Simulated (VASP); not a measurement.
# Ta (Fm-3m) in VASP: single point with LDA

Aim: the single point of Ta with LDA.

All numbers are computed with VASP 6.6.1; they aren't measurements. Logs are shortened: lines on timing, memory, paths and dates and some standing lists are left out, and cuts for length are marked.

## 1. The cell of the first run

Symmetry: Fm-3m, No. 225, cubic system. The conventional cell has a = 4.147 Å, b = 4.147 Å, c = 4.147 Å, α = 90.00°, β = 90.00°, γ = 90.00°. Within 3.9 Å of Ta (site symmetry m-3m) lie 12 Ta at 2.93 Å.

## 2. Single point, LDA

INCAR

```
SYSTEM = Ta
PREC = Accurate ; ENCUT = 520
EDIFF = 1E-7 ; ISMEAR = -1
SIGMA = 0.13605693000000002 ; LREAL = .False.
LASPH = .True. ; NELM = 100
ALGO = Normal ; ISIF = 2
LWAVE = .False. ; LCHARG = .False.
GGA = CA ; NBANDS = 12
```

KPOINTS

```
regular mesh
0
Gamma
  14 14 14
  0 0 0
```

POSCAR

```
Ta
1.0
    0.0000000000      2.0737472479      2.0737472479
    2.0737472479      0.0000000000      2.0737472479
    2.0737472479      2.0737472479      0.0000000000
Ta
1
Direct
    0.0000000000      0.0000000000      0.0000000000
```

Potentials or basis: VASP PAW LDA potentials, release 64 (Ta_pv).

On the command line:

```console
$ cat potpaw_LDA.64/Ta_pv/POTCAR > POTCAR
$ mpirun -np 1 vasp_std > vasp.out
```

OUTCAR:

```text
SYSTEM = Ta
   PREC = Accurate
   ENCUT = 520
   EDIFF = 1E-7
   ISMEAR = -1
   LREAL = .False.
   LASPH = .True.
   NELM = 100
   ISIF = 2
   GGA = CA

 ion  position               nearest neighbor table
   1  0.000  0.000  0.000-

  LATTYP: Found a face centered cubic cell.
 ALAT       =     4.1474944958

  Lattice vectors:

 A1 = (   0.0000000000,   2.0737472479,   2.0737472479)
 A2 = (   2.0737472479,   0.0000000000,   2.0737472479)
 A3 = (   2.0737472479,   2.0737472479,   0.0000000000)

Analysis of symmetry for initial positions (statically):
=====================================================================
 Subroutine PRICEL returns:
 Original cell was already a primitive cell.

 Routine SETGRP: Setting up the symmetry group for a
 face centered cubic supercell.

 Subroutine GETGRP returns: Found 48 space group operations
[... 9 lines left out ...]

 Routine SETGRP: Setting up the symmetry group for a
 face centered cubic supercell.

 Subroutine GETGRP returns: Found 48 space group operations
[... 11 lines left out ...]
                                     Primitive cell

  volume of cell :      17.8360

  direct lattice vectors                    reciprocal lattice vectors
     0.000000000  2.073747248  2.073747248    -0.241109422  0.241109422  0.241109422
     2.073747248  0.000000000  2.073747248     0.241109422 -0.241109422  0.241109422
     2.073747248  2.073747248  0.000000000     0.241109422  0.241109422 -0.241109422

  length of vectors
     2.932721483  2.932721483  2.932721483     0.417613769  0.417613769  0.417613769

  position of ions in fractional coordinates (direct lattice)
     0.000000000  0.000000000  0.000000000

  ion indices of the primitive-cell ions
   primitive index   ion index
                 1           1

----------------------------------------------------------------------------------------

 KPOINTS: regular mesh

Automatic generation of k-mesh.
 Grid dimensions read from file:
 generate k-points for:   14   14   14

 Generating k-lattice:

  Cartesian coordinates                     Fractional coordinates (reciprocal lattice)
    -0.017222102  0.017222102  0.017222102     0.071428571  0.000000000  0.000000000
     0.017222102 -0.017222102  0.017222102     0.000000000  0.071428571  0.000000000
     0.017222102  0.017222102 -0.017222102     0.000000000  0.000000000  0.071428571

  Length of vectors
     0.029829555  0.029829555  0.029829555

  Shift w.r.t. Gamma in fractional coordinates (k-lattice)
     0.000000000  0.000000000  0.000000000

 Subroutine IBZKPT returns following result:
 ===========================================

 Found    104 irreducible k-points:

 Following reciprocal coordinates:
            Coordinates               Weight
  0.000000  0.000000  0.000000      1.000000
  0.071429  0.000000  0.000000      8.000000
  0.142857  0.000000  0.000000      8.000000
  0.214286  0.000000  0.000000      8.000000
  0.285714  0.000000  0.000000      8.000000
  0.357143  0.000000  0.000000      8.000000
[... 16 lines left out ...]
  0.214286  0.142857  0.000000     24.000000
  0.285714  0.142857  0.000000     24.000000
 [... further k-points ...]
   k-points           NKPTS =    104   k-points in BZ     NKDIM =    104   number of bands    NBANDS=     12
   number of dos      NEDOS =    301   number of ions     NIONS =      1
   total plane-waves  NPLWV =  13824
   dimension x,y,z NGX =    24 NGY =   24 NGZ =   24
   dimension x,y,z NGXF=    48 NGYF=   48 NGZF=   48
   ions per type =               1
   NGX,Y,Z   is equivalent  to a cutoff of  13.60, 13.60, 13.60 a.u.
   NGXF,Y,Z  is equivalent  to a cutoff of  27.21, 27.21, 27.21 a.u.
 SYSTEM =  Ta
   PREC   = accura    normal or accurate (medium, high low for compatibility)
   ISTART =      0    job   : 0-new  1-cont  2-samecut
   ICHARG =      2    charge: 1-file 2-atom 10-const
   ISPIN  =      1    spin polarized calculation?
   LNONCOLLINEAR =      F non collinear calculations
   LSORBIT =      F    spin-orbit coupling
   LASPH  =      T    aspherical Exc in radial PAW
   ENCUT  =  520.0 eV  38.22 Ry    6.18 a.u.   5.45  5.45  5.45*2*pi/ulx,y,z
   NELM   =    100;   NELMIN=  2; NELMDL= -5     # of ELM steps
   EDIFF  = 0.1E-06   stopping-criterion for ELM
   LREAL  =      F    real-space projection
   EDIFFG = 0.1E-05   stopping-criterion for IOM
   NSW    =      0    number of steps for IOM
   IBRION =     -1    ionic relax: 0-MD 1-quasi-New 2-CG
   NFREE  =      0    steps in history (QN), initial steepest desc. (CG)
   ISIF   =      2    stress and relaxation
   ISYM   =      2    0-nonsym 1-usesym 2-fastsym
   POTIM  = 0.5000    time-step for ionic-motion
   TEBEG  =    0.0;   TEEND  =   0.0 temperature during run
   PSTRESS=    0.0 pullay stress
   NELECT =      11.0000    total number of electrons
   NUPDOWN=      -1.0000    fix difference up-down
   EMIN   =  10.00;   EMAX   =-10.00  energy-range for DOS
   EFERMI =   0.00;   METHOD = LEGACY
   ISMEAR =    -1;   SIGMA  =   0.14  broadening in eV -4-tet -1-fermi 0-gaus
   EFERMI_NEDOS =   21; number of points for ismear=-14 and -15
   IALGO  =     38    algorithm
   IMIX   =      4    mixing-type and parameters
     AMIX     =   0.40;   BMIX     =  1.00
     AMIX_MAG =   1.60;   BMIX_MAG =  1.00
  volume/ion in A,a.u.               =      17.84       120.36
  Fermi-wavevector in a.u.,A,eV,Ry     =   1.393499  2.633331 26.420319  1.941839
  Thomas-Fermi vector in A             =   2.517139
   LORBIT       =      0    0 simple, 1 ext, 2 COOP (PROOUT), +10 PAW based schemes
   GGA     = CA    functional components
   LHFCALC =     F    Hartree Fock is set to
   AEXX    =    0.0000 exact exchange contribution
   IVDW    =     0    specifies the selected vdW correction
   LEPSILON=     F    determine dielectric tensor
   LRPA    =     F    only Hartree local field effects (RPA)
 non-spin polarized calculation
  energy-cutoff  :      520.00
  volume of cell :       17.84
 maximum number of plane-waves:       531
 NGX is ok and might be reduce to    24
   NGX = 11   NGY = 11   NGZ = 11

 number of electron      11.0000000 magnetization

 Free energy of the ion-electron system (eV)
  ---------------------------------------------------
  ext. energy  EPLUGINS =         0.00000000
  ---------------------------------------------------
  free energy    TOTEN  =       -12.57379279 eV

  energy without entropy =      -12.49909382  energy(sigma->0) =      -12.53644331

 E-fermi :   5.8937     XC(G=0): -12.8477

 val. band max:        5.8812292031   @ k =   0.3571   0.2143   0.0714
 cond. band min:       5.9024128413   @ k =  -0.3571   0.4286   0.1429
 fundamental gap:      0.0211836382
 Fermi energy:         5.8936521241

 k-point     1 :       0.0000    0.0000    0.0000
  band No.  band energies     occupation
      1     -27.3889      2.00000
      2     -27.3889      2.00000
      3     -27.3889      2.00000
      4      -2.4002      2.00000
      5       6.2393      0.14617
      6       6.2393      0.14617
      7       6.2393      0.14617
      8       9.4153      0.00000
      9       9.4153      0.00000
     10      18.5699      0.00000
     11      19.1717      0.00000
     12      23.6145      0.00000

 k-point     2 :       0.0714    0.0000    0.0000
  band No.  band energies     occupation
      1     -27.4551      2.00000
      2     -27.3971      2.00000
      3     -27.3971      2.00000
      4      -2.1811      2.00000
      5       6.0556      0.46638
      6       6.3426      0.07116
      7       6.3426      0.07116
      8       9.3128      0.00000
      9       9.3128      0.00000
     10      19.0235      0.00000
     11      19.1715      0.00000
     12      22.6236      0.00000

 k-point     3 :       0.1429    0.0000    0.0000
  band No.  band energies     occupation
      1     -27.6371      2.00000
      2     -27.4200      2.00000
      3     -27.4200      2.00000
      4      -1.5644      2.00000
      5       5.6260      1.75466
      6       6.5794      0.01286
      7       6.5794      0.01286
      8       9.1339      0.00000
      9       9.1339      0.00000
     10      19.1706      0.00000
     11      20.0092      0.00000
     12      21.3091      0.00000

 k-point     4 :       0.2143    0.0000    0.0000
  band No.  band energies     occupation
      1     -27.8920      2.00000
      2     -27.4529      2.00000
      3     -27.4529      2.00000
      4      -0.6831      2.00000
      5       5.2194      1.98601
      6       6.7087      0.00499
      7       6.7087      0.00499
      8       9.2280      0.00000
      9       9.2280      0.00000
     10      19.1523      0.00000
     11      19.3082      0.00000
     12      22.2110      0.00000

 k-point     5 :       0.2857    0.0000    0.0000
  band No.  band energies     occupation
      1     -28.1647      2.00000
      2     -27.4891      2.00000
      3     -27.4891      2.00000
      4       0.2063      2.00000
      5       5.1454      1.99185
      6       6.5535      0.01554
      7       6.5535      0.01554
      8       9.8357      0.00000
      9       9.8357      0.00000
     10      18.1678      0.00000
     11      19.1745      0.00000
     12      22.6355      0.00000
[... 228 lines left out ...]
      1     -27.5456      2.00000
      2     -27.4348      2.00000
      3     -27.3998      2.00000
      4      -1.8279      2.00000
      5       5.7633      1.44562
      6       6.4949      0.02380
      7       6.5287      0.01861
      8       8.9309      0.00000
      9       9.4252      0.00000
     10      19.1712      0.00000
     11      19.7231      0.00000
     12      21.9028      0.00000

 k-point    22 :       0.1429    0.1429    0.0000
  band No.  band energies     occupation
      1     -27.6305      2.00000
      2     -27.4742      2.00000
      3     -27.4742      2.00000
      4      -1.2821      2.00000
      5       5.1780      1.98967
      6       6.9424      0.00090
      7       6.9424      0.00090
      8       8.0424      0.00000
      9       9.8133      0.00000
     10      19.1710      0.00000
     11      20.8343      0.00000
     12      22.4256      0.00000

 k-point    23 :       0.2143    0.1429    0.0000
  band No.  band energies     occupation
      1     -27.7960      2.00000
      2     -27.5162      2.00000
      3     -27.5063      2.00000
      4      -0.6053      2.00000
      5       4.7453      1.99957
      6       6.9702      0.00073
      7       7.2705      0.00008
      8       7.9085      0.00000
      9      10.0264      0.00000
     10      19.1704      0.00000
     11      21.5074      0.00000
     12      22.2216      0.00000

 k-point    24 :       0.2857    0.1429    0.0000
  band No.  band energies     occupation
      1     -28.0200      2.00000
      2     -27.5572      2.00000
      3     -27.5450      2.00000
      4       0.2732      2.00000
      5       4.4397      1.99995
      6       6.3692      0.05892
      7       7.3811      0.00004
      8       8.7312      0.00000
      9      10.4792      0.00000
     10      19.1674      0.00000
     11      20.3073      0.00000
     12      23.4594      0.00000

 [... further k-points ...]

------------------------ aborting loop because EDIFF is reached ----------------------------------------

  FORCE on cell =-STRESS in cart. coord.  units (eV):
  Direction    XX          YY          ZZ          XY          YZ          ZX
  --------------------------------------------------------------------------------------
  -------------------------------------------------------------------------------------
  Total       -0.0076072     -0.0076072     -0.0076072     -0.0000000     -0.0000000      0.0000000
  in kB       -0.6833432     -0.6833432     -0.6833432     -0.0000000     -0.0000000      0.0000000
  external PRESSURE =      -0.6833432 kB  Pullay stress =       0.0000000 kB

 VOLUME and BASIS-vectors are now :
 -----------------------------------------------------------------------------
  energy-cutoff  :      520.00
  volume of cell :       17.84
      direct lattice vectors                 reciprocal lattice vectors
     0.000000000  2.073747248  2.073747248    -0.241109422  0.241109422  0.241109422
     2.073747248  0.000000000  2.073747248     0.241109422 -0.241109422  0.241109422
     2.073747248  2.073747248  0.000000000     0.241109422  0.241109422 -0.241109422

 POSITION                                       TOTAL-FORCE (eV/Angst)
 -----------------------------------------------------------------------------------
      0.00000      0.00000      0.00000        -0.000000     -0.000000     -0.000000
 -----------------------------------------------------------------------------------
    total drift:                               -0.000000      0.000000      0.000000

  FREE ENERGIE OF THE ION-ELECTRON SYSTEM (eV)
  ---------------------------------------------------
  free  energy   TOTEN  =       -12.5737927924 eV

  energy  without entropy=      -12.4990938199  energy(sigma->0) =      -12.53644331
```

It took 27 s on 1 thread of AMD EPYC 7R43 (Zen 3), shared host; peak memory 0.11 GiB.

Results:

```
Free energy : -12.5738 eV
Pressure    : -0.1 GPa
```

Caveat: spin-orbit coupling is left out, which moves the levels of the heavy elements.
